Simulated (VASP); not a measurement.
# AlN (P1) in VASP: notebook

The runs below take AlN through single point, with PBEsol.

Everything below comes from runs of VASP 6.6.1. Logs are shortened: lines on timing, memory, paths and dates and some standing lists are left out, and cuts for length are marked.

### Step 1. The cell of the first run

The typed cell holds 16 atoms: a = 6.198 Å, b = 6.198 Å, c = 6.198 Å, α = 60.00°, β = 60.00°, γ = 60.00°.

### Step 2. Single point, PBEsol

Input file INCAR:

```
  PREC = Accurate
  ENCUT = 520
  EDIFF = 1E-6
  ISMEAR = -1
  SIGMA = 0.0388
  LREAL = Auto
  LASPH = T
  NELM = 120
  ALGO = Normal
  ISIF = 2
  LWAVE = F
  LCHARG = F
  GGA = PS
  NBANDS = 46
  GGA_COMPAT = F
  ISYM = -1
```

Input file KPOINTS:

```
explicit points
4
Reciprocal
  0.25000000   0.25000000   0.25000000 2
  0.25000000   0.25000000   0.75000000 2
  0.25000000   0.75000000   0.25000000 2
  0.25000000   0.75000000   0.75000000 2
```

Input file POSCAR:

```
AlN
1.0
   -4.3824988109      4.3824988109      0.0000000000
   -4.3824988109      0.0000000000      4.3824988109
    0.0000000000      4.3824988109      4.3824988109
Al N
8 8
Direct
   -0.0159897362      0.0120554511     -0.0077510574
    0.5152016230     -0.0048991457     -0.0230807821
    0.0047513989      0.5256770394     -0.0333188910
    0.0156411908      0.0099049656      0.4617086250
    0.4965900948      0.5094909540     -0.0051620094
    0.5032042438     -0.0029403317      0.4964010474
   -0.0024645757      0.5062276331      0.4792596851
    0.4919822213      0.5209684243      0.4979317951
    0.6299684539      0.6266762682      0.1163190276
    0.1041508554      0.6393233908      0.1133015710
    0.6264033645      0.1189572485      0.1241663771
    0.6285719903      0.6319638908      0.6306632630
    0.1392679214      0.1300213701      0.0902506805
    0.1337954727      0.6289958352      0.6055197308
    0.6390784392      0.1259373987      0.6106291446
    0.1213004322      0.1349903390      0.6025284008
```

Potentials or basis: VASP PAW PBE potentials, release 64 (Al, N).

Launch:

```bash
$ cat potpaw_PBE.64/Al/POTCAR potpaw_PBE.64/N/POTCAR > POTCAR
$ mpirun -np 1 vasp_std > vasp.out
```

OUTCAR:

```text
PREC = Accurate
   ENCUT = 520
   EDIFF = 1E-6
   ISMEAR = -1
   LREAL = Auto
   LASPH = T
   NELM = 120
   ISIF = 2
   GGA = PS
   ISYM = -1

 ion  position               nearest neighbor table
   1  0.984  0.012  0.992-  11 1.81  10 1.89  13 1.89  16 1.97   4 3.01   2 3.01   3 3.03   5 3.05
                             6 3.05   7 3.08   7 3.12   5 3.15   6 3.15   3 3.17   2 3.20   4 3.20
   2  0.515  0.995  0.977-  15 1.85   9 1.87  13 1.90  11 1.94   3 2.97   1 3.01   6 3.01   5 3.01
                             4 3.05   8 3.09   8 3.12   4 3.15   5 3.19   6 3.19   1 3.20   3 3.23
   3  0.005  0.526  0.967-  10 1.83  14 1.83   9 1.90  13 2.00   8 2.96   2 2.97   1 3.03   4 3.07
                             5 3.09   7 3.10   7 3.11   5 3.12   4 3.13   1 3.17   2 3.23   8 3.24
   4  0.016  0.010  0.462-  13 1.88  16 1.88  15 1.91  14 1.93   8 3.00   1 3.01   2 3.05   3 3.07
                             7 3.08   6 3.09   6 3.11   7 3.13   3 3.13   2 3.15   1 3.20   8 3.21
   5  0.497  0.509  0.995-  12 1.84   9 1.88  11 1.98  10 1.99   2 3.01   7 3.05   1 3.05   6 3.06
                             8 3.06   3 3.09   3 3.12   8 3.14   6 3.14   1 3.15   7 3.15   2 3.19
   6  0.503  0.997  0.496-  12 1.85  11 1.88  15 1.92  16 1.94   8 2.98   2 3.01   1 3.05   7 3.05
                             5 3.06   4 3.09   4 3.11   5 3.14   7 3.15   1 3.15   2 3.19   8 3.22
   7  0.998  0.506  0.479-  10 1.85  12 1.88  16 1.88  14 1.95   8 3.03   5 3.05   6 3.05   4 3.08
                             1 3.08   3 3.10   3 3.11   1 3.12   4 3.13   6 3.15   5 3.15   8 3.17
   8  0.492  0.521  0.498-  14 1.82  12 1.93   9 1.93  15 2.00   3 2.96   6 2.98   4 3.00   7 3.03
                             5 3.06   2 3.09   2 3.12   5 3.14   7 3.17   4 3.21   6 3.22   3 3.24
   9  0.630  0.627  0.116-   2 1.87   5 1.88   3 1.90   8 1.93
  10  0.104  0.639  0.113-   3 1.83   7 1.85   1 1.89   5 1.99
  11  0.626  0.119  0.124-   1 1.81   6 1.88   2 1.94   5 1.98
  12  0.629  0.632  0.631-   5 1.84   6 1.85   7 1.88   8 1.93
  13  0.139  0.130  0.090-   4 1.88   1 1.89   2 1.90   3 2.00
  14  0.134  0.629  0.606-   8 1.82   3 1.83   4 1.93   7 1.95
  15  0.639  0.126  0.611-   2 1.85   4 1.91   6 1.92   8 2.00
  16  0.121  0.135  0.603-   7 1.88   4 1.88   6 1.94   1 1.97

IMPORTANT INFORMATION: All symmetrisations will be switched off!
NOSYMM: (Re-)initialisation of all symmetry stuff for point group C_1.

----------------------------------------------------------------------------------------

                                     Primitive cell

  volume of cell :     168.3431

  direct lattice vectors                    reciprocal lattice vectors
    -4.382498811  4.382498811  0.000000000    -0.114090162  0.114090162 -0.114090162
    -4.382498811  0.000000000  4.382498811    -0.114090162 -0.114090162  0.114090162
     0.000000000  4.382498811  4.382498811     0.114090162  0.114090162  0.114090162

  length of vectors
     6.197789255  6.197789255  6.197789255     0.197609958  0.197609958  0.197609958

  position of ions in fractional coordinates (direct lattice)
     0.984010264  0.012055451  0.992248943
     0.515201623  0.995100854  0.976919218
     0.004751399  0.525677039  0.966681109
     0.015641191  0.009904966  0.461708625
     0.496590095  0.509490954  0.994837991
     0.503204244  0.997059668  0.496401047
[... 8 lines left out ...]
     0.639078439  0.125937399  0.610629145
     0.121300432  0.134990339  0.602528401

  ion indices of the primitive-cell ions
   primitive index   ion index
                 1           1
                 2           2
                 3           3
                 4           4
                 5           5
                 6           6
[... 8 lines left out ...]
                15          15
                16          16

----------------------------------------------------------------------------------------

 KPOINTS: explicit points

Read explicit list of k-points.

 Found      4 k-points:

 Following reciprocal coordinates:
            Coordinates               Weight
  0.250000  0.250000  0.250000      0.250000
  0.250000  0.250000  0.750000      0.250000
  0.250000  0.750000  0.250000      0.250000
  0.250000  0.750000  0.750000      0.250000
   k-points           NKPTS =      4   k-points in BZ     NKDIM =      4   number of bands    NBANDS=     46
   number of dos      NEDOS =    301   number of ions     NIONS =     16
   total plane-waves  NPLWV = 110592
   dimension x,y,z NGX =    48 NGY =   48 NGZ =   48
   dimension x,y,z NGXF=    96 NGYF=   96 NGZF=   96
   ions per type =               8   8
   NGX,Y,Z   is equivalent  to a cutoff of  12.88, 12.88, 12.88 a.u.
   NGXF,Y,Z  is equivalent  to a cutoff of  25.75, 25.75, 25.75 a.u.
 SYSTEM =  unknown system
   PREC   = accura    normal or accurate (medium, high low for compatibility)
   ISTART =      0    job   : 0-new  1-cont  2-samecut
   ICHARG =      2    charge: 1-file 2-atom 10-const
   ISPIN  =      1    spin polarized calculation?
   LNONCOLLINEAR =      F non collinear calculations
   LSORBIT =      F    spin-orbit coupling
   LASPH  =      T    aspherical Exc in radial PAW
   ENCUT  =  520.0 eV  38.22 Ry    6.18 a.u.  11.52 11.52 11.52*2*pi/ulx,y,z
   NELM   =    120;   NELMIN=  2; NELMDL= -5     # of ELM steps
   EDIFF  = 0.1E-05   stopping-criterion for ELM
   LREAL  =      T    real-space projection
   EDIFFG = 0.1E-04   stopping-criterion for IOM
   NSW    =      0    number of steps for IOM
   IBRION =     -1    ionic relax: 0-MD 1-quasi-New 2-CG
   NFREE  =      0    steps in history (QN), initial steepest desc. (CG)
   ISIF   =      2    stress and relaxation
   ISYM   =     -1    0-nonsym 1-usesym 2-fastsym
   POTIM  = 0.5000    time-step for ionic-motion
   TEBEG  =    0.0;   TEEND  =   0.0 temperature during run
   PSTRESS=    0.0 pullay stress
   NELECT =      64.0000    total number of electrons
   NUPDOWN=      -1.0000    fix difference up-down
   EMIN   =  10.00;   EMAX   =-10.00  energy-range for DOS
   EFERMI =   0.00;   METHOD = LEGACY
   ISMEAR =    -1;   SIGMA  =   0.04  broadening in eV -4-tet -1-fermi 0-gaus
   EFERMI_NEDOS =   21; number of points for ismear=-14 and -15
   IALGO  =     38    algorithm
   IMIX   =      4    mixing-type and parameters
     AMIX     =   0.40;   BMIX     =  1.00
     AMIX_MAG =   1.60;   BMIX_MAG =  1.00
  volume/ion in A,a.u.               =      10.52        71.00
  Fermi-wavevector in a.u.,A,eV,Ry     =   1.185959  2.241138 19.136578  1.406499
  Thomas-Fermi vector in A             =   2.322142
   LORBIT       =      0    0 simple, 1 ext, 2 COOP (PROOUT), +10 PAW based schemes
   GGA     = PS    functional components
   LHFCALC =     F    Hartree Fock is set to
   AEXX    =    0.0000 exact exchange contribution
   IVDW    =     0    specifies the selected vdW correction
   LEPSILON=     F    determine dielectric tensor
   LRPA    =     F    only Hartree local field effects (RPA)
 non-spin polarized calculation
  energy-cutoff  :      520.00
  volume of cell :      168.34
 maximum number of plane-waves:      4537
 NGX is ok and might be reduce to    48
   NGX = 23   NGY = 23   NGZ = 23

 number of electron      64.0000000 magnetization

 Free energy of the ion-electron system (eV)
  ---------------------------------------------------
  ext. energy  EPLUGINS =         0.00000000
  ---------------------------------------------------
  free energy    TOTEN  =      -124.15234194 eV

  energy without entropy =     -124.15234194  energy(sigma->0) =     -124.15234194

 E-fermi :   6.7067     XC(G=0): -11.0863

 val. band max:        5.8312061749   @ k =   0.2500   0.2500   0.2500
 cond. band min:       9.7018991796   @ k =   0.2500   0.2500   0.2500
 fundamental gap:      3.8706930046
 Fermi energy:         6.7067081458

 k-point     1 :       0.2500    0.2500    0.2500
  band No.  band energies     occupation
      1      -8.9315      2.00000
      2      -7.5518      2.00000
      3      -7.1734      2.00000
      4      -7.0525      2.00000
      5      -6.9314      2.00000
      6      -6.5657      2.00000
[... 36 lines left out ...]
     43      14.3892      0.00000
     44      14.7913      0.00000

 k-point     2 :       0.2500    0.2500    0.7500
  band No.  band energies     occupation
      1      -8.3826      2.00000
      2      -7.8977      2.00000
      3      -7.5115      2.00000
      4      -7.0643      2.00000
      5      -6.9746      2.00000
      6      -6.8171      2.00000
[... 36 lines left out ...]
     43      15.2520      0.00000
     44      15.4778      0.00000

 k-point     3 :       0.2500    0.7500    0.2500
  band No.  band energies     occupation
      1      -8.4313      2.00000
      2      -7.7764      2.00000
      3      -7.4678      2.00000
      4      -7.2220      2.00000
      5      -7.0862      2.00000
      6      -6.6336      2.00000
[... 36 lines left out ...]
     43      15.2664      0.00000
     44      15.5180      0.00000

 k-point     4 :       0.2500    0.7500    0.7500
  band No.  band energies     occupation
      1      -8.3862      2.00000
      2      -7.8972      2.00000
      3      -7.4998      2.00000
      4      -7.0934      2.00000
      5      -6.9388      2.00000
      6      -6.8338      2.00000
[... 36 lines left out ...]
     43      15.2256      0.00000
     44      15.4968      0.00000
 [bands above 44 left out]

------------------------ aborting loop because EDIFF is reached ----------------------------------------

  FORCE on cell =-STRESS in cart. coord.  units (eV):
  Direction    XX          YY          ZZ          XY          YZ          ZX
  --------------------------------------------------------------------------------------
  -------------------------------------------------------------------------------------
  Total        0.4812422      0.2789494      0.1671047     -0.0276680      0.3994899      1.9532978
  in kB        4.5801414      2.6548539      1.5903911     -0.2633260      3.8020779     18.5901811
  external PRESSURE =       2.9417955 kB  Pullay stress =       0.0000000 kB

 VOLUME and BASIS-vectors are now :
 -----------------------------------------------------------------------------
  energy-cutoff  :      520.00
  volume of cell :      168.34
      direct lattice vectors                 reciprocal lattice vectors
    -4.382498811  4.382498811  0.000000000    -0.114090162  0.114090162 -0.114090162
    -4.382498811  0.000000000  4.382498811    -0.114090162 -0.114090162  0.114090162
     0.000000000  4.382498811  4.382498811     0.114090162  0.114090162  0.114090162

 POSITION                                       TOTAL-FORCE (eV/Angst)
 -----------------------------------------------------------------------------------
     -4.36526      8.66095      4.40136        -1.385849      0.162249     -1.086194
     -6.61890      6.53922      8.64238        -0.125124     -0.208761      1.078262
     -2.32460      4.25730      6.54026         2.014774      0.694275     -0.555123
     -0.11196      2.09199      2.06685         0.431850     -0.076342      0.651561
     -4.40915      6.53618      6.59272         1.126220      0.525392      0.108661
     -6.57490      4.38077      6.54509        -0.645596     -0.700988      1.034803
[... 8 lines left out ...]
     -3.35268      5.47684      3.22800        -0.426228     -0.784115      0.086670
     -1.12319      3.17218      3.23218         0.001573      0.872680      0.036453
 -----------------------------------------------------------------------------------
    total drift:                               -0.003169      0.010175      0.000993

  FREE ENERGIE OF THE ION-ELECTRON SYSTEM (eV)
  ---------------------------------------------------
  free  energy   TOTEN  =      -124.1523419436 eV

  energy  without entropy=     -124.1523419435  energy(sigma->0) =     -124.15234194
```

It took 44 s on 1 thread of Intel Xeon Platinum 8488C (Sapphire Rapids), shared host; peak memory 0.3 GiB.

What came out:

| Item | Value |
| --- | --- |
| Free energy | -124.1523 eV |
| Pressure | 0.3 GPa |
| Largest force | 2.337 eV/Å |
| Band gap on the k mesh | 3.87 eV |

Forces on the atoms (eV/Å):
```
Al  -1.386  0.162 -1.086
Al  -0.125 -0.209  1.078
Al   2.015  0.694 -0.555
Al   0.432 -0.076  0.652
Al   1.126  0.525  0.109
Al  -0.646 -0.701  1.035
Al  -0.021  0.930  0.282
Al  -0.115  0.993 -2.113
N    0.212  0.117  0.191
N   -1.341  1.121 -0.457
N    0.040 -1.367  0.741
N    0.561 -0.838 -0.786
N   -0.177 -0.178  0.657
N   -0.150 -1.262  0.129
N   -0.426 -0.784  0.087
N    0.002  0.873  0.036
```

Stress tensor (GPa, compression positive):
```
 0.46 -0.03  1.86
-0.03  0.27  0.38
 1.86  0.38  0.16
```

Caveat: the atoms stand as in a frame of molecular dynamics; the PAW data sets were made with another functional, which shifts forces and pressure a little; a shifted mesh leaves out Γ, where band edges can lie. A k mesh can miss the band edges.

### Step 3. Single point, PBEsol

Input file INCAR:

```
ALGO = Normal
EDIFF = 1E-6
ENCUT = 520
GGA = PS
GGA_COMPAT = F
ISIF = 2
ISMEAR = -1
ISYM = -1
LASPH = T
LCHARG = F
LREAL = Auto
LWAVE = F
NBANDS = 46
NELM = 120
PREC = Accurate
SIGMA = 0.0388
```

KPOINTS is that of step 2.

Input file POSCAR:

```
AlN
1.0
   -4.3824988109      4.3824988109      0.0000000000
   -4.3824988109      0.0000000000      4.3824988109
    0.0000000000      4.3824988109      4.3824988109
Al N
8 8
Direct
    0.0048341143     -0.0212646949      0.0021053058
    0.4901440006     -0.0054830591     -0.0161395366
    0.0306362890      0.4819429716     -0.0136795245
    0.0124640079     -0.0296416509      0.5079219861
    0.5179728730      0.4567742255      0.0109345152
    0.5052834229     -0.0415514089      0.5084704175
    0.0094050225      0.4728787364      0.4963667063
    0.5231097826      0.4875957969      0.4739134201
    0.6518188876      0.5993134541      0.1132494318
    0.1425116188      0.6050420352      0.1209446991
    0.6349398186      0.0924518220      0.1291856597
    0.6330204798      0.6010964552      0.6213095810
    0.1300784152      0.1113105835      0.1246342609
    0.1390117890      0.5939937721      0.6113523621
    0.6352871091      0.0949335112      0.6286151164
    0.1346914227      0.1065775532      0.6364209371
```

Potentials or basis: VASP PAW PBE potentials, release 64 (Al, N).

Launch:

```bash
$ cat potpaw_PBE.64/Al/POTCAR potpaw_PBE.64/N/POTCAR > POTCAR
$ mpirun -np 1 vasp_std > vasp.out
```

OUTCAR:

```text
EDIFF = 1E-6
   ENCUT = 520
   GGA = PS
   ISIF = 2
   ISMEAR = -1
   ISYM = -1
   LASPH = T
   LREAL = Auto
   NELM = 120
   PREC = Accurate

 ion  position               nearest neighbor table
   1  0.005  0.979  0.002-  16 1.85  11 1.87  10 1.89  13 1.93   5 2.99   2 3.00   3 3.05   4 3.07
                             6 3.08   7 3.10   7 3.10   6 3.12   4 3.13   3 3.15   2 3.20   5 3.21
   2  0.490  0.995  0.984-  15 1.80  13 1.83  11 1.97   9 2.01   3 2.94   1 3.00   6 3.02   5 3.04
                             8 3.09   4 3.10   4 3.11   8 3.11   5 3.17   6 3.19   1 3.20   3 3.27
   3  0.031  0.482  0.986-  10 1.87  13 1.88  14 1.90   9 1.92   2 2.94   4 3.00   5 3.02   1 3.05
                             7 3.07   8 3.09   8 3.12   7 3.13   1 3.15   5 3.18   4 3.20   2 3.27
   4  0.012  0.970  0.508-  15 1.91  14 1.91  13 1.94  16 1.96   3 3.00   6 3.02   1 3.07   7 3.07
                             8 3.08   2 3.10   2 3.11   8 3.12   7 3.13   1 3.13   6 3.18   3 3.20
   5  0.518  0.457  0.011-  11 1.84  10 1.90   9 1.92  12 1.97   8 2.99   1 2.99   3 3.02   2 3.04
                             7 3.08   6 3.09   6 3.11   7 3.12   2 3.17   3 3.18   1 3.21   8 3.22
   6  0.505  0.958  0.508-  12 1.81  16 1.88  11 1.92  15 1.96   8 2.98   2 3.02   4 3.02   7 3.07
[... 162 lines left out ...]
      6      -6.6035      2.00000
[... 177 lines left out ...]
     43      15.3205      0.00000
     44      15.4658      0.00000
 [bands above 44 left out]

------------------------ aborting loop because EDIFF is reached ----------------------------------------

  FORCE on cell =-STRESS in cart. coord.  units (eV):
  Direction    XX          YY          ZZ          XY          YZ          ZX
  --------------------------------------------------------------------------------------
  -------------------------------------------------------------------------------------
  Total       -0.0441918     -0.0392528      0.7281431      1.5590969     -0.7760738      0.9349738
  in kB       -0.4205879     -0.3735823      6.9299792     14.8384410     -7.3861507      8.8984545
  external PRESSURE =       2.0452697 kB  Pullay stress =       0.0000000 kB

 VOLUME and BASIS-vectors are now :
 -----------------------------------------------------------------------------
  energy-cutoff  :      520.00
  volume of cell :      168.34
      direct lattice vectors                 reciprocal lattice vectors
    -4.382498811  4.382498811  0.000000000    -0.114090162  0.114090162 -0.114090162
    -4.382498811  0.000000000  4.382498811    -0.114090162 -0.114090162  0.114090162
     0.000000000  4.382498811  4.382498811     0.114090162  0.114090162  0.114090162

 POSITION                                       TOTAL-FORCE (eV/Angst)
 -----------------------------------------------------------------------------------
     -4.31049      0.03041      4.29853         0.058262      0.543557      0.369719
     -6.50652      6.45982      8.67024         0.100174      2.599384     -0.425824
     -2.24638      4.45681      6.43466         0.910398     -0.922515      0.156249
     -4.30722      2.28059      6.47856        -0.024078     -0.664288     -0.009433
     -4.27183      2.31794      2.04973        -1.197830     -0.743432      0.365155
     -6.41480      4.44278      6.42877        -1.713998     -0.251061      0.878982
[... 8 lines left out ...]
     -3.20019      5.53905      3.17095        -1.040521     -1.105350     -0.609520
     -1.05736      3.37940      3.25619         0.732565     -0.678060     -1.342222
 -----------------------------------------------------------------------------------
    total drift:                               -0.003841     -0.000591      0.001006

  FREE ENERGIE OF THE ION-ELECTRON SYSTEM (eV)
  ---------------------------------------------------
  free  energy   TOTEN  =      -124.1555413818 eV

  energy  without entropy=     -124.1555413818  energy(sigma->0) =     -124.15554138
```

Run time: 47 s. Hardware: 1 thread of Intel Xeon Platinum 8488C (Sapphire Rapids), shared host; peak memory 0.31 GiB.

Results:

* Free energy: -124.1555 eV
* Pressure: 0.2 GPa
* Largest force: 2.636 eV/Å
* Band gap on the k mesh: 3.86 eV

Forces in eV/Å, atoms in the order of the input:
```
Al   0.058  0.544  0.370
Al   0.100  2.599 -0.426
Al   0.910 -0.923  0.156
Al  -0.024 -0.664 -0.009
Al  -1.198 -0.743  0.365
Al  -1.714 -0.251  0.879
Al  -0.226 -0.263  0.247
Al   1.672  0.650  0.041
N   -0.256 -0.991  0.022
N    0.104  0.183 -0.190
N    0.598 -0.268 -0.042
N    0.798  0.984 -0.477
N    0.715  0.168  0.179
N   -1.231  0.759  0.836
N   -1.041 -1.105 -0.610
N    0.733 -0.678 -1.342
```

Stress tensor (GPa, compression positive):
```
-0.04  1.48  0.89
 1.48 -0.04 -0.74
 0.89 -0.74  0.69
```

Caveat: the atoms stand as in a frame of molecular dynamics; the PAW data sets were made with another functional, which shifts forces and pressure a little; a shifted mesh leaves out Γ, where band edges can lie. A k mesh can miss the band edges.
